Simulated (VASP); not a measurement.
# Cd (P1) in VASP: single point with PBEsol

Aim: the single point of Cd with PBEsol.

Everything below comes from runs of VASP 6.6.1. Logs are shortened: lines on timing, memory, paths and dates and some standing lists are left out, and cuts for length are marked.

## (1) The cell of the first run

The typed cell holds 4 atoms: a = 2.982 Å, b = 3.040 Å, c = 10.186 Å, α = 90.61°, β = 89.77°, γ = 120.15°.

## (2) Single point, PBEsol (atoms moved at random and the cell strained at random)

Input file INCAR:

```
SYSTEM = Cd
ALGO = Normal
EDIFF = 1E-6
ENCUT = 520
GGA = PS
ISIF = 2
ISMEAR = 0
LASPH = .TRUE.
LCHARG = .FALSE.
LREAL = .FALSE.
LWAVE = .FALSE.
NBANDS = 32
NELM = 100
PREC = Accurate
SIGMA = 0.1
```

Input file KPOINTS:

```
k-points
0
G
  14 14 4
  0 0 0
```

Input file POSCAR:

```
Cd
1.0
    2.9815316184     -0.0205070384      0.0060005512
   -1.5085254254      2.6391053110     -0.0160454236
    0.0202356297     -0.0507976890     10.1854060267
Cd
4
Direct
    0.0547379055      0.0476989530      0.0084998788
    0.3940638037      0.6636427871      0.2403189966
   -0.1305934091     -0.0316089094      0.5123989322
    0.6817916999      0.3202671693      0.7387821924
```

Potentials or basis: VASP PAW PBE potentials, release 64 (Cd).

Started as:

```console
$ cat potpaw_PBE.64/Cd/POTCAR > POTCAR
$ mpirun -np 1 vasp_std > vasp.out
```

OUTCAR:

```text
SYSTEM = Cd
   EDIFF = 1E-6
   ENCUT = 520
   GGA = PS
   ISIF = 2
   ISMEAR = 0
   LASPH = .TRUE.
   LREAL = .FALSE.
   NELM = 100
   PREC = Accurate

 ion  position               nearest neighbor table
   1  0.055  0.048  0.008-   2 2.85   2 2.92   2 3.04   4 3.19   4 3.24   4 3.33
   2  0.394  0.664  0.240-   1 2.85   1 2.92   3 3.03   1 3.04   3 3.37   3 3.51
   3  0.869  0.968  0.512-   4 2.70   4 2.91   2 3.03   4 3.12   2 3.37   2 3.51
   4  0.682  0.320  0.739-   3 2.70   3 2.91   3 3.12   1 3.19   1 3.24   1 3.33

  LATTYP: Found a triclinic cell.
 ALAT       =     3.0044808299
 B/A-ratio  =     1.7163831484
 C/A-ratio  =     3.5275964921
 COS(alpha) =     0.0009859620
 COS(beta)  =     0.1407935378
 COS(gamma) =     0.8626100914

  Lattice vectors:

 A1 = (  -1.4730061930,  -2.6185982726,   0.0100448724)
 A2 = (  -4.4545378114,  -2.5980912342,   0.0040443212)
 A3 = (   1.4882897957,  -2.5883076220, -10.1693606031)

Analysis of symmetry for initial positions (statically):
=====================================================================
 Subroutine PRICEL returns:
 Original cell was already a primitive cell.

 Routine SETGRP: Setting up the symmetry group for a
 triclinic supercell.

 Subroutine GETGRP returns: Found  1 space group operations
 (whereof  1 operations were pure point group operations)
 out of a pool of  2 trial point group operations.

The static configuration has the point symmetry C_1 .

Analysis of symmetry for dynamics (positions and initial velocities):
=====================================================================
 Subroutine PRICEL returns:
 Original cell was already a primitive cell.

 Routine SETGRP: Setting up the symmetry group for a
 triclinic supercell.

 Subroutine GETGRP returns: Found  1 space group operations
 (whereof  1 operations were pure point group operations)
 out of a pool of  2 trial point group operations.

The dynamic configuration has the point symmetry C_1 .

 Subroutine INISYM returns: Found  1 space group operations
 (whereof  1 operations are pure point group operations),
 and found     1 'primitive' translations

----------------------------------------------------------------------------------------

                                     Primitive cell

  volume of cell :      79.8273

  direct lattice vectors                    reciprocal lattice vectors
     2.981531618 -0.020507038  0.006000551     0.336721337  0.192473322  0.000290949
    -1.508525425  2.639105311 -0.016045424     0.002612738  0.380421250  0.001892085
     0.020235630 -0.050797689 10.185406027    -0.000194257  0.000485899  0.098182499

  length of vectors
     2.981608180  3.039865664 10.185552799     0.387849614  0.380434927  0.098183893

  position of ions in fractional coordinates (direct lattice)
     0.054737905  0.047698953  0.008499879
     0.394063804  0.663642787  0.240318997
     0.869406591  0.968391091  0.512398932
     0.681791700  0.320267169  0.738782192

  ion indices of the primitive-cell ions
   primitive index   ion index
                 1           1
                 2           2
                 3           3
                 4           4

----------------------------------------------------------------------------------------

 KPOINTS: k-points

Automatic generation of k-mesh.
 Grid dimensions read from file:
 generate k-points for:   14   14    4

 Generating k-lattice:

  Cartesian coordinates                     Fractional coordinates (reciprocal lattice)
     0.024051524  0.013748094  0.000020782     0.071428571  0.000000000  0.000000000
     0.000186624  0.027172946  0.000135149    -0.000000000  0.071428571  0.000000000
    -0.000048564  0.000121475  0.024545625     0.000000000  0.000000000  0.250000000

  Length of vectors
     0.027703544  0.027173923  0.024545973

  Shift w.r.t. Gamma in fractional coordinates (k-lattice)
     0.000000000  0.000000000  0.000000000

 Subroutine IBZKPT returns following result:
 ===========================================

 Found    396 irreducible k-points:

 Following reciprocal coordinates:
            Coordinates               Weight
  0.000000  0.000000  0.000000      1.000000
  0.071429  0.000000  0.000000      2.000000
  0.142857  0.000000  0.000000      2.000000
  0.214286  0.000000 -0.000000      2.000000
  0.285714  0.000000  0.000000      2.000000
  0.357143  0.000000  0.000000      2.000000
[... 16 lines left out ...]
 -0.000000  0.142857  0.000000      2.000000
  0.071429  0.142857 -0.000000      2.000000
 [... further k-points ...]
   k-points           NKPTS =    396   k-points in BZ     NKDIM =    396   number of bands    NBANDS=     32
   number of dos      NEDOS =    301   number of ions     NIONS =      4
   total plane-waves  NPLWV =  46080
   dimension x,y,z NGX =    24 NGY =   24 NGZ =   80
   dimension x,y,z NGXF=    48 NGYF=   48 NGZF=  160
   ions per type =               4
   NGX,Y,Z   is equivalent  to a cutoff of  13.38, 13.13, 13.06 a.u.
   NGXF,Y,Z  is equivalent  to a cutoff of  26.76, 26.25, 26.11 a.u.
 SYSTEM =  Cd
   PREC   = accura    normal or accurate (medium, high low for compatibility)
   ISTART =      0    job   : 0-new  1-cont  2-samecut
   ICHARG =      2    charge: 1-file 2-atom 10-const
   ISPIN  =      1    spin polarized calculation?
   LNONCOLLINEAR =      F non collinear calculations
   LSORBIT =      F    spin-orbit coupling
   LASPH  =      T    aspherical Exc in radial PAW
   ENCUT  =  520.0 eV  38.22 Ry    6.18 a.u.   5.54  5.65 18.94*2*pi/ulx,y,z
   NELM   =    100;   NELMIN=  2; NELMDL= -5     # of ELM steps
   EDIFF  = 0.1E-05   stopping-criterion for ELM
   LREAL  =      F    real-space projection
   EDIFFG = 0.1E-04   stopping-criterion for IOM
   NSW    =      0    number of steps for IOM
   IBRION =     -1    ionic relax: 0-MD 1-quasi-New 2-CG
   NFREE  =      0    steps in history (QN), initial steepest desc. (CG)
   ISIF   =      2    stress and relaxation
   ISYM   =      2    0-nonsym 1-usesym 2-fastsym
   POTIM  = 0.5000    time-step for ionic-motion
   TEBEG  =    0.0;   TEEND  =   0.0 temperature during run
   PSTRESS=    0.0 pullay stress
   NELECT =      48.0000    total number of electrons
   NUPDOWN=      -1.0000    fix difference up-down
   EMIN   =  10.00;   EMAX   =-10.00  energy-range for DOS
   EFERMI =   0.00;   METHOD = LEGACY
   ISMEAR =     0;   SIGMA  =   0.10  broadening in eV -4-tet -1-fermi 0-gaus
   EFERMI_NEDOS =   21; number of points for ismear=-14 and -15
   IALGO  =     38    algorithm
   IMIX   =      4    mixing-type and parameters
     AMIX     =   0.40;   BMIX     =  1.00
     AMIX_MAG =   1.60;   BMIX_MAG =  1.00
  volume/ion in A,a.u.               =      19.96       134.68
  Fermi-wavevector in a.u.,A,eV,Ry     =   1.381778  2.611181 25.977732  1.909309
  Thomas-Fermi vector in A             =   2.506530
   LORBIT       =      0    0 simple, 1 ext, 2 COOP (PROOUT), +10 PAW based schemes
   GGA     = PS    functional components
   LHFCALC =     F    Hartree Fock is set to
   AEXX    =    0.0000 exact exchange contribution
   IVDW    =     0    specifies the selected vdW correction
   LEPSILON=     F    determine dielectric tensor
   LRPA    =     F    only Hartree local field effects (RPA)
 non-spin polarized calculation
 Gauss-broadening in eV      SIGMA  =   0.10
  energy-cutoff  :      520.00
  volume of cell :       79.83
 maximum number of plane-waves:      2183
 NGX is ok and might be reduce to    24
   NGX = 11   NGY = 11   NGZ = 37

 number of electron      48.0000004 magnetization

 Free energy of the ion-electron system (eV)
  ---------------------------------------------------
  ext. energy  EPLUGINS =         0.00000000
  ---------------------------------------------------
  free energy    TOTEN  =        -4.44007418 eV

  energy without entropy =       -4.43492464  energy(sigma->0) =       -4.43749941

 E-fermi :   3.3759     XC(G=0): -11.6310

 val. band max:        3.3685937889   @ k =   0.5000   0.0000   0.0000
 cond. band min:       3.3823804896   @ k =   0.0000  -0.1429   0.2500
 fundamental gap:      0.0137867007
 Fermi energy:         3.3758930772

 k-point     1 :       0.0000    0.0000    0.0000
  band No.  band energies     occupation
      1      -6.7639      2.00000
      2      -6.6353      2.00000
      3      -6.4111      2.00000
      4      -6.2782      2.00000
      5      -6.2310      2.00000
      6      -6.1392      2.00000
[... 24 lines left out ...]
     31      17.5397      0.00000
     32      17.6543      0.00000

 k-point     2 :       0.0714    0.0000    0.0000
  band No.  band energies     occupation
      1      -6.7198      2.00000
      2      -6.5904      2.00000
      3      -6.3673      2.00000
      4      -6.2105      2.00000
      5      -6.1549      2.00000
      6      -6.0981      2.00000
[... 24 lines left out ...]
     31      16.7834      0.00000
     32      16.8748      0.00000

 k-point     3 :       0.1429    0.0000    0.0000
  band No.  band energies     occupation
      1      -6.6283      2.00000
      2      -6.4943      2.00000
      3      -6.3111      2.00000
      4      -6.1703      2.00000
      5      -6.1049      2.00000
      6      -6.0711      2.00000
[... 24 lines left out ...]
     31      14.7091      0.00000
     32      15.9260      0.00000

 k-point     4 :       0.2143    0.0000   -0.0000
  band No.  band energies     occupation
      1      -6.6049      2.00000
      2      -6.4602      2.00000
      3      -6.3498      2.00000
      4      -6.2506      2.00000
      5      -6.2017      2.00000
      6      -6.1197      2.00000
[... 654 lines left out ...]
     31      16.7846      0.00000
     32      16.9468      0.00000

 k-point    23 :      -0.0000    0.1429    0.0000
  band No.  band energies     occupation
      1      -6.6215      2.00000
      2      -6.5125      2.00000
      3      -6.3331      2.00000
      4      -6.2452      2.00000
      5      -6.1912      2.00000
      6      -6.1474      2.00000
[... 24 lines left out ...]
     31      15.1902      0.00000
     32      16.1190      0.00000

 k-point    24 :       0.0714    0.1429   -0.0000
  band No.  band energies     occupation
      1      -6.5503      2.00000
      2      -6.4740      2.00000
      3      -6.3152      2.00000
      4      -6.2630      2.00000
      5      -6.1971      2.00000
      6      -6.1668      2.00000
[... 24 lines left out ...]
     31      13.2307      0.00000
     32      14.4346      0.00000

 [... further k-points ...]

------------------------ aborting loop because EDIFF is reached ----------------------------------------

  FORCE on cell =-STRESS in cart. coord.  units (eV):
  Direction    XX          YY          ZZ          XY          YZ          ZX
  --------------------------------------------------------------------------------------
  -------------------------------------------------------------------------------------
  Total        2.5465898      2.0455071      3.6488202     -0.0971082      0.6368253     -0.6080886
  in kB       51.1114634     41.0544567     73.2338363     -1.9490145     12.7814345    -12.2046748
  external PRESSURE =      55.1332522 kB  Pullay stress =       0.0000000 kB

 VOLUME and BASIS-vectors are now :
 -----------------------------------------------------------------------------
  energy-cutoff  :      520.00
  volume of cell :       79.83
      direct lattice vectors                 reciprocal lattice vectors
     2.981531618 -0.020507038  0.006000551     0.336721337  0.192473322  0.000290949
    -1.508525425  2.639105311 -0.016045424     0.002612738  0.380421250  0.001892085
     0.020235630 -0.050797689 10.185406027    -0.000194257  0.000485899  0.098182499

 POSITION                                       TOTAL-FORCE (eV/Angst)
 -----------------------------------------------------------------------------------
      0.09142      0.12433      0.08614         0.013542     -0.124019     -0.802349
      0.17865      1.73113      2.43946        -0.095727      0.070926      0.754356
      1.14169      2.51183      5.20867         0.376275     -0.080763     -1.133688
      1.56460      0.79371      7.52375        -0.294090      0.133856      1.181680
 -----------------------------------------------------------------------------------
    total drift:                                0.000184     -0.000511      0.000869

  FREE ENERGIE OF THE ION-ELECTRON SYSTEM (eV)
  ---------------------------------------------------
  free  energy   TOTEN  =        -4.4400741758 eV

  energy  without entropy=       -4.4349246431  energy(sigma->0) =       -4.43749941
```

It took 7.9 min on 1 thread of Intel Xeon Platinum 8488C (Sapphire Rapids), shared host; peak memory 0.75 GiB.

What came out:

| Quantity | Value |
| --- | --- |
| Free energy | -4.4401 eV |
| Pressure | 5.5 GPa |
| Largest force | 1.225 eV/Å |
| Band gap on the k mesh | zero (bands 24 and 25 overlap by 3.08 eV) |

Forces in eV/Å, atoms in the order of the input:
```
Cd   0.014 -0.124 -0.802
Cd  -0.096  0.071  0.754
Cd   0.376 -0.081 -1.134
Cd  -0.294  0.134  1.182
```

Levels at points of the mesh, in eV from the Fermi level:
```
           k point  band 22  band 23  band 24  band 25  band 26  band 27
(0.00, 0.00, 0.00)    -8.20    -7.15    -2.89    -1.69     5.13     6.77
(0.50, 0.00, 0.00)    -2.53    -1.78    -1.67    -0.01     0.03     3.16
(0.00, 0.50, 0.00)    -2.71    -2.03    -1.94    -0.38    -0.23     3.00
(0.50, 0.50, 0.00)    -2.64    -1.89    -1.78    -0.33    -0.23     3.02
(0.00, 0.00, 0.50)    -8.38    -5.40    -5.34     1.47     1.55    10.69
(0.50, 0.00, 0.50)    -2.46    -2.05    -1.88     0.65     0.95     1.68
(0.00, 0.50, 0.50)    -2.71    -2.28    -2.23     0.34     0.49     1.68
(0.50, 0.50, 0.50)    -2.61    -2.23    -1.99     0.33     0.51     1.70
```

Caveat: the cell differs from its parent crystal (atoms moved at random and the cell strained at random); the cell stands under pressure; the PAW data sets were made with another functional, which shifts forces and pressure a little.
